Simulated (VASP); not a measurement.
# NaH (Fm-3m) in VASP: notebook

The runs below take NaH through relaxation of the atoms, with r2SCAN.

All numbers are computed with VASP 6.6.1; they aren't measurements. Logs are shortened: lines on timing, memory, paths and dates and some standing lists are left out, and cuts for length are marked.

## 1. The cell of the first run

Symmetry: Fm-3m, No. 225, cubic system. The conventional cell has a = 4.826 Å, b = 4.826 Å, c = 4.826 Å, α = 90.00°, β = 90.00°, γ = 90.00°. Na (site symmetry m-3m) has 6 H at 2.41 Å within 3.2 Å. Within 3.2 Å of H (site symmetry m-3m) lie 6 Na at 2.41 Å.

## 2. Relaxation of the atoms, r2SCAN

Contents of POSCAR:

```
NaH
1.0
    0.0000000000      2.4132495900      2.4132495900
    2.4132495900      0.0000000000      2.4132495900
    2.4132495900      2.4132495900      0.0000000000
Na H
1 1
Direct
    0.0000000000      0.0000000000      0.0000000000
    0.5000000000      0.5000000000      0.5000000000
```

Contents of INCAR.step1:

```
SYSTEM = NaH
PREC     = Accurate       ! precision mode
ENCUT    = 520            ! plane-wave cutoff, eV
ISMEAR   = -1             ! smearing method
SIGMA    = 0.02           ! smearing width, eV
LREAL    = .FALSE.        ! projectors in reciprocal space
LASPH    = .TRUE.         ! aspherical terms in the spheres
NELM     = 60             ! most SCF steps
GGA      = PE             ! functional
ALGO     = Normal         ! electronic algorithm
EDIFF    = 1E-4           ! SCF threshold, eV
LWAVE    = .TRUE.         ! write WAVECAR
LCHARG   = .FALSE.        ! write CHGCAR
```

Contents of INCAR.step2:

```
SYSTEM = NaH
PREC     = Accurate       ! precision mode
ENCUT    = 520            ! plane-wave cutoff, eV
EDIFF    = 1E-7           ! SCF threshold, eV
ISMEAR   = -1             ! smearing method
SIGMA    = 0.02           ! smearing width, eV
LREAL    = .FALSE.        ! projectors in reciprocal space
LASPH    = .TRUE.         ! aspherical terms in the spheres
NELM     = 60             ! most SCF steps
ALGO     = Normal         ! electronic algorithm
ISIF     = 2              ! what is computed and relaxed
LWAVE    = .FALSE.        ! write WAVECAR
LCHARG   = .FALSE.        ! write CHGCAR
METAGGA  = R2SCAN         ! meta-GGA
LMIXTAU  = .TRUE.       
IBRION   = 2              ! ionic algorithm
NSW      = 50             ! ionic steps
EDIFFG   = -0.01          ! ionic threshold
ISTART   = 1
```

Contents of KPOINTS:

```
Automatic mesh
0
G
  10 10 10
  0 0 0
```

Potentials or basis: VASP PAW PBE potentials, release 64 (Na_pv, H).

Launch:

```sh
$ cat potpaw_PBE.64/Na_pv/POTCAR potpaw_PBE.64/H/POTCAR > POTCAR
$ cp INCAR.step1 INCAR
$ mpirun -np 1 vasp_std > vasp.out
$ cp INCAR.step2 INCAR
$ mpirun -np 1 vasp_std > vasp.out
```

OUTCAR:

```text
SYSTEM = NaH
   PREC = Accurate
   ENCUT = 520
   EDIFF = 1E-7
   ISMEAR = -1
   LREAL = .FALSE.
   LASPH = .TRUE.
   NELM = 60
   ISIF = 2
   METAGGA = R2SCAN
   IBRION = 2
   NSW = 50
   EDIFFG = -0.01
   ISTART = 1

 ion  position               nearest neighbor table
   1  0.000  0.000  0.000-
   2  0.500  0.500  0.500-

  LATTYP: Found a face centered cubic cell.
 ALAT       =     4.8264991800

  Lattice vectors:

 A1 = (   0.0000000000,   2.4132495900,   2.4132495900)
 A2 = (   2.4132495900,   0.0000000000,   2.4132495900)
 A3 = (   2.4132495900,   2.4132495900,   0.0000000000)

Analysis of symmetry for initial positions (statically):
=====================================================================
 Subroutine PRICEL returns:
 Original cell was already a primitive cell.

 Routine SETGRP: Setting up the symmetry group for a
 face centered cubic supercell.

 Subroutine GETGRP returns: Found 48 space group operations
 (whereof 48 operations were pure point group operations)
 out of a pool of 48 trial point group operations.

The static configuration has the point symmetry O_h .

Analysis of symmetry for dynamics (positions and initial velocities):
=====================================================================
 Subroutine PRICEL returns:
 Original cell was already a primitive cell.

 Routine SETGRP: Setting up the symmetry group for a
 face centered cubic supercell.

 Subroutine GETGRP returns: Found 48 space group operations
 (whereof 48 operations were pure point group operations)
 out of a pool of 48 trial point group operations.

The dynamic configuration has the point symmetry O_h .

 Subroutine INISYM returns: Found 48 space group operations
 (whereof 48 operations are pure point group operations),
 and found     1 'primitive' translations

----------------------------------------------------------------------------------------

                                     Primitive cell

  volume of cell :      28.1084

  direct lattice vectors                    reciprocal lattice vectors
     0.000000000  2.413249590  2.413249590    -0.207189510  0.207189510  0.207189510
     2.413249590  0.000000000  2.413249590     0.207189510 -0.207189510  0.207189510
     2.413249590  2.413249590  0.000000000     0.207189510  0.207189510 -0.207189510

  length of vectors
     3.412850300  3.412850300  3.412850300     0.358862758  0.358862758  0.358862758

  position of ions in fractional coordinates (direct lattice)
     0.000000000  0.000000000  0.000000000
     0.500000000  0.500000000  0.500000000

  ion indices of the primitive-cell ions
   primitive index   ion index
                 1           1
                 2           2

----------------------------------------------------------------------------------------

 KPOINTS: Automatic mesh

Automatic generation of k-mesh.
 Grid dimensions read from file:
 generate k-points for:   10   10   10

 Generating k-lattice:

  Cartesian coordinates                     Fractional coordinates (reciprocal lattice)
    -0.020718951  0.020718951  0.020718951     0.100000000  0.000000000  0.000000000
     0.020718951 -0.020718951  0.020718951     0.000000000  0.100000000  0.000000000
     0.020718951  0.020718951 -0.020718951     0.000000000  0.000000000  0.100000000

  Length of vectors
     0.035886276  0.035886276  0.035886276

  Shift w.r.t. Gamma in fractional coordinates (k-lattice)
     0.000000000  0.000000000  0.000000000

 Subroutine IBZKPT returns following result:
 ===========================================

 Found     47 irreducible k-points:

 Following reciprocal coordinates:
            Coordinates               Weight
  0.000000  0.000000  0.000000      1.000000
  0.100000  0.000000  0.000000      8.000000
  0.200000  0.000000  0.000000      8.000000
  0.300000  0.000000  0.000000      8.000000
  0.400000  0.000000  0.000000      8.000000
  0.500000  0.000000  0.000000      4.000000
[... 16 lines left out ...]
  0.300000  0.300000  0.000000      6.000000
  0.400000  0.300000  0.000000     24.000000
 [... further k-points ...]
   k-points           NKPTS =     47   k-points in BZ     NKDIM =     47   number of bands    NBANDS=      8
   number of dos      NEDOS =    301   number of ions     NIONS =      2
   total plane-waves  NPLWV =  21952
   dimension x,y,z NGX =    28 NGY =   28 NGZ =   28
   dimension x,y,z NGXF=    56 NGYF=   56 NGZF=   56
   ions per type =               1   1
   NGX,Y,Z   is equivalent  to a cutoff of  13.64, 13.64, 13.64 a.u.
   NGXF,Y,Z  is equivalent  to a cutoff of  27.28, 27.28, 27.28 a.u.
 SYSTEM =  NaH
   PREC   = accura    normal or accurate (medium, high low for compatibility)
   ISTART =      1    job   : 0-new  1-cont  2-samecut
   ICHARG =      0    charge: 1-file 2-atom 10-const
   ISPIN  =      1    spin polarized calculation?
   LNONCOLLINEAR =      F non collinear calculations
   LSORBIT =      F    spin-orbit coupling
[... 64 lines left out ...]
      4      -5.0041      2.00000
      5      10.0306      0.00000
      6      14.9357      0.00000
      7      14.9357      0.00000
      8      14.9357      0.00000

 k-point     2 :       0.1000    0.0000    0.0000
  band No.  band energies     occupation
      1     -24.3443      2.00000
      2     -24.3369      2.00000
      3     -24.3365      2.00000
      4      -4.8298      2.00000
      5       9.3741      0.00000
      6      12.8400      0.00000
      7      14.3082      0.00000
      8      14.3083      0.00000

 k-point     3 :       0.2000    0.0000    0.0000
  band No.  band energies     occupation
      1     -24.3669      2.00000
      2     -24.3395      2.00000
      3     -24.3392      2.00000
      4      -4.3254      2.00000
      5       7.5578      0.00000
      6      11.3969      0.00000
      7      13.5484      0.00000
      8      13.5487      0.00000

 k-point     4 :       0.3000    0.0000    0.0000
  band No.  band energies     occupation
      1     -24.3946      2.00000
      2     -24.3427      2.00000
      3     -24.3424      2.00000
      4      -3.5577      2.00000
      5       5.4225      0.00000
      6      10.7055      0.00000
      7      12.9715      0.00000
      8      12.9720      0.00000

 k-point     5 :       0.4000    0.0000    0.0000
  band No.  band energies     occupation
      1     -24.4168      2.00000
      2     -24.3453      2.00000
      3     -24.3450      2.00000
      4      -2.7125      2.00000
      5       3.6747      0.00000
      6      10.3716      0.00000
      7      12.6134      0.00000
      8      12.6139      0.00000

 k-point     6 :       0.5000    0.0000    0.0000
  band No.  band energies     occupation
      1     -24.4252      2.00000
      2     -24.3463      2.00000
      3     -24.3460      2.00000
      4      -2.2778      2.00000
      5       2.9321      0.00000
      6      10.2711      0.00000
      7      12.4918      0.00000
      8      12.4923      0.00000

 k-point     7 :       0.1000    0.1000    0.0000
  band No.  band energies     occupation
      1     -24.3441      2.00000
      2     -24.3387      2.00000
      3     -24.3384      2.00000
      4      -4.7727      2.00000
      5       9.2625      0.00000
      6      13.3451      0.00000
      7      13.3452      0.00000
      8      13.3748      0.00000
[... 133 lines left out ...]
 k-point    20 :      -0.4000    0.2000    0.0000
  band No.  band energies     occupation
      1     -24.4122      2.00000
      2     -24.3673      2.00000
      3     -24.3505      2.00000
      4      -2.0046      2.00000
      5       3.6998      0.00000
      6       7.0993      0.00000
      7      11.5888      0.00000
      8      12.8422      0.00000

 k-point    21 :      -0.3000    0.2000    0.0000
  band No.  band energies     occupation
      1     -24.4031      2.00000
      2     -24.3665      2.00000
      3     -24.3463      2.00000
      4      -2.5573      2.00000
      5       4.6603      0.00000
      6       7.1142      0.00000
      7      12.2758      0.00000
      8      13.2468      0.00000

 k-point    22 :      -0.2000    0.2000    0.0000
  band No.  band energies     occupation
      1     -24.3899      2.00000
      2     -24.3587      2.00000
      3     -24.3421      2.00000
      4      -3.3191      2.00000
      5       5.9356      0.00000
      6       7.9177      0.00000
      7      13.2216      0.00000
      8      13.6147      0.00000

 k-point    23 :       0.3000    0.3000    0.0000
  band No.  band energies     occupation
      1     -24.3897      2.00000
      2     -24.3556      2.00000
      3     -24.3553      2.00000
      4      -3.1415      2.00000
      5       5.8570      0.00000
      6      10.3192      0.00000
      7      10.7911      0.00000
      8      10.7912      0.00000

 k-point    24 :       0.4000    0.3000    0.0000
  band No.  band energies     occupation
      1     -24.4008      2.00000
      2     -24.3613      2.00000
      3     -24.3589      2.00000
      4      -2.5365      2.00000
      5       5.0001      0.00000
      6       8.5027      0.00000
      7      10.5160      0.00000
      8      11.4680      0.00000

 [... further k-points ...]
[... 5 lines left out ...]
  --------------------------------------------------------------------------------------
  -------------------------------------------------------------------------------------
  Total       -0.1108912     -0.1108912     -0.1108912      0.0000000      0.0000000      0.0000000
  in kB       -6.3207865     -6.3207865     -6.3207865      0.0000000      0.0000000      0.0000000
  external PRESSURE =      -6.3207865 kB  Pullay stress =       0.0000000 kB

 VOLUME and BASIS-vectors are now :
 -----------------------------------------------------------------------------
  energy-cutoff  :      520.00
  volume of cell :       28.11
      direct lattice vectors                 reciprocal lattice vectors
     0.000000000  2.413249590  2.413249590    -0.207189510  0.207189510  0.207189510
     2.413249590  0.000000000  2.413249590     0.207189510 -0.207189510  0.207189510
     2.413249590  2.413249590  0.000000000     0.207189510  0.207189510 -0.207189510

 POSITION                                       TOTAL-FORCE (eV/Angst)
 -----------------------------------------------------------------------------------
      0.00000      0.00000      0.00000        -0.000000     -0.000000      0.000000
      2.41325      2.41325      2.41325         0.000000      0.000000     -0.000000
 -----------------------------------------------------------------------------------
    total drift:                               -0.000000      0.000000      0.000000

  FREE ENERGIE OF THE ION-ELECTRON SYSTEM (eV)
  ---------------------------------------------------
  free  energy   TOTEN  =        -7.6008056312 eV

  energy  without entropy=       -7.6008056312  energy(sigma->0) =       -7.60080563

 reached required accuracy - stopping structural energy minimisation
```

Wall time 61 s (1 thread of Oxide Virtual Turin-like, shared host); peak memory 0.12 GiB.

Results:

```
Free energy             : -7.6008 eV
Pressure after relaxing : -0.6 GPa
Band gap on the k mesh  : 4.39 eV, indirect (least direct gap 5.21 eV)
```

Final structure:
```
Na H
1.0
     0.00000    2.41325    2.41325
     2.41325    0.00000    2.41325
     2.41325    2.41325    0.00000
Na H
1 1
Direct
  0.00000 0.00000 0.00000
  0.50000 0.50000 0.50000
```

Caveat: the relaxation stopped at its first step, so nothing moved; the PAW data sets were made with another functional, which shifts forces and pressure a little. A k mesh can miss the band edges.

## 3. Relaxation of the atoms, r2SCAN

This run uses another cell than the first one, of 14.33 Å³/atom, 1.020 times its volume.

Contents of POSCAR:

```
NaH
1.0
    0.0000000000      2.4289204800      2.4289204800
    2.4289204800      0.0000000000      2.4289204800
    2.4289204800      2.4289204800      0.0000000000
Na H
1 1
Direct
    0.0000000000      0.0000000000      0.0000000000
    0.5000000000      0.5000000000      0.5000000000
```

Contents of INCAR.step1:

```
ALGO = Normal ; EDIFF = 1E-4
ENCUT = 520 ; GGA = PE
ISMEAR = -1 ; LASPH = True
LCHARG = False ; LREAL = False
LWAVE = True ; NELM = 60
PREC = Accurate ; SIGMA = 0.02
```

Contents of INCAR.step2:

```
ALGO = Normal ; EDIFF = 1E-6
EDIFFG = -0.01 ; ENCUT = 520
IBRION = 2 ; ISIF = 2
ISMEAR = -1 ; ISTART = 1
LASPH = True ; LCHARG = False
LMIXTAU = True ; LREAL = False
LWAVE = False ; METAGGA = R2SCAN
NELM = 60 ; NSW = 50
PREC = Accurate ; SIGMA = 0.02
```

Contents of KPOINTS:

```
k-points
0
Gamma
  10 10 10
```

Potentials or basis: VASP PAW PBE potentials, release 64 (Na_pv, H).

Launch:

```sh
$ cat potpaw_PBE.64/Na_pv/POTCAR potpaw_PBE.64/H/POTCAR > POTCAR
$ cp INCAR.step1 INCAR
$ mpirun -np 1 vasp_std > vasp.out
$ cp INCAR.step2 INCAR
$ mpirun -np 1 vasp_std > vasp.out
```

Wall time 43 s (1 thread of Oxide Virtual Turin-like, shared host); peak memory 0.12 GiB.

The run converged. Its results:

- Free energy: -7.5980 eV
- Pressure after relaxing: -1.0 GPa
- Band gap on the k mesh: 4.36 eV, indirect (least direct gap 5.17 eV)

Final structure:
```yaml
crystal:
  lattice:
    - [0.00000, 2.42892, 2.42892]
    - [2.42892, 0.00000, 2.42892]
    - [2.42892, 2.42892, 0.00000]
  atoms:
    - { symbol: Na, position: [0.00000, 0.00000, 0.00000] }
    - { symbol: H, position: [0.50000, 0.50000, 0.50000] }
```

Levels at points of the mesh, in eV from the valence-band top:
| k point | band 1 | band 2 | band 3 | band 4 | band 5 | band 6 | band 7 | band 8 |
| --- | --- | --- | --- | --- | --- | --- | --- | --- |
| (0.00, 0.00, 0.00) | -22.91 | -22.91 | -22.91 | -3.49 | 11.31 | 16.25 | 16.25 | 16.25 |
| (0.50, 0.00, 0.00) | -23.00 | -22.92 | -22.92 | -0.81 | 4.36 | 11.59 | 13.83 | 13.83 |
| (0.50, 0.50, 0.00) | -22.99 | -22.94 | -22.94 | -0.15 | 5.17 | 10.66 | 11.30 | 11.30 |

Caveat: the relaxation stopped at its first step, so nothing moved; the PAW data sets were made with another functional, which shifts forces and pressure a little.

## 4. Relaxation of the atoms, r2SCAN

This run uses another cell than the first one, of 14.61 Å³/atom, 1.039 times its volume.

Contents of POSCAR:

```
NaH
1.0
    0.0000000000      2.4443917300      2.4443917300
    2.4443917300      0.0000000000      2.4443917300
    2.4443917300      2.4443917300      0.0000000000
Na H
1 1
Direct
    0.0000000000      0.0000000000      0.0000000000
    0.5000000000      0.5000000000      0.5000000000
```

Contents of INCAR.step1:

```
SYSTEM = NaH
  ALGO = Normal
  EDIFF = 1E-4
  ENCUT = 520
  GGA = PE
  ISMEAR = -1
  LASPH = .TRUE.
  LCHARG = .FALSE.
  LREAL = .FALSE.
  LWAVE = .TRUE.
  NELM = 100
  PREC = Accurate
  SIGMA = 0.02
```

Contents of INCAR.step2:

```
SYSTEM = NaH
  ALGO = Normal
  EDIFF = 1E-7
  EDIFFG = -0.01
  ENCUT = 520
  IBRION = 2
  ISIF = 2
  ISMEAR = -1
  ISTART = 1
  LASPH = .TRUE.
  LCHARG = .FALSE.
  LMIXTAU = .TRUE.
  LREAL = .FALSE.
  LWAVE = .FALSE.
  METAGGA = R2SCAN
  NELM = 100
  NSW = 50
  PREC = Accurate
  SIGMA = 0.02
```

Contents of KPOINTS:

```
k-points
0
G
  10 10 10
  0 0 0
```

Launch:

```sh
$ cat potpaw_PBE.64/Na_pv/POTCAR potpaw_PBE.64/H/POTCAR > POTCAR
$ cp INCAR.step1 INCAR
$ mpirun -np 1 vasp_std > vasp.out
$ cp INCAR.step2 INCAR
$ mpirun -np 1 vasp_std > vasp.out
```

It took 67 s on 1 thread of Oxide Virtual Turin-like, shared host; peak memory 0.13 GiB.

The run converged. Its results:

```
Free energy             : -7.5938 eV
Pressure after relaxing : -1.4 GPa
Band gap on the k mesh  : 4.32 eV, indirect (least direct gap 5.12 eV)
```

Final structure:
```yaml
crystal:
  lattice:
    - [0.00000, 2.44439, 2.44439]
    - [2.44439, 0.00000, 2.44439]
    - [2.44439, 2.44439, 0.00000]
  atoms:
    - { symbol: Na, position: [0.00000, 0.00000, 0.00000] }
    - { symbol: H, position: [0.50000, 0.50000, 0.50000] }
```

Levels at points of the mesh, in eV from the valence-band top:
```tsv
k point	band 1	band 2	band 3	band 4	band 5	band 6	band 7	band 8
(0.00, 0.00, 0.00)	-22.95	-22.95	-22.95	-3.44	11.14	16.10	16.10	16.10
(0.50, 0.00, 0.00)	-23.03	-22.96	-22.96	-0.80	4.32	11.45	13.71	13.71
(0.50, 0.50, 0.00)	-23.02	-22.98	-22.98	-0.14	5.13	10.59	11.18	11.18
```

Caveat: the relaxation stopped at its first step, so nothing moved; the PAW data sets were made with another functional, which shifts forces and pressure a little. A k mesh can miss the band edges.

## 5. Overview

```csv
cell,gap on the mesh (eV),pressure (GPa)
"atoms relaxed from a = 3.413 Å, angles 60.0°, 2 atoms",4.39,-0.6
"atoms relaxed from a = 3.435 Å, angles 60.0°, 2 atoms",4.36,-1.0
"atoms relaxed from a = 3.457 Å, angles 60.0°, 2 atoms",4.32,-1.4
```

Alike in all rows: task relaxation of the atoms; level r2SCAN; potentials or basis VASP PAW PBE potentials, release 64 (Na_pv, H); no spin polarisation; k mesh 10 × 10 × 10; cutoff (eV) 520; smearing fermi-dirac 0.02 eV.

Caveats: the relaxation stopped at its first step, so nothing moved; the PAW data sets were made with another functional, which shifts forces and pressure a little.

Absolute energies hang on the potentials; compare differences alone.
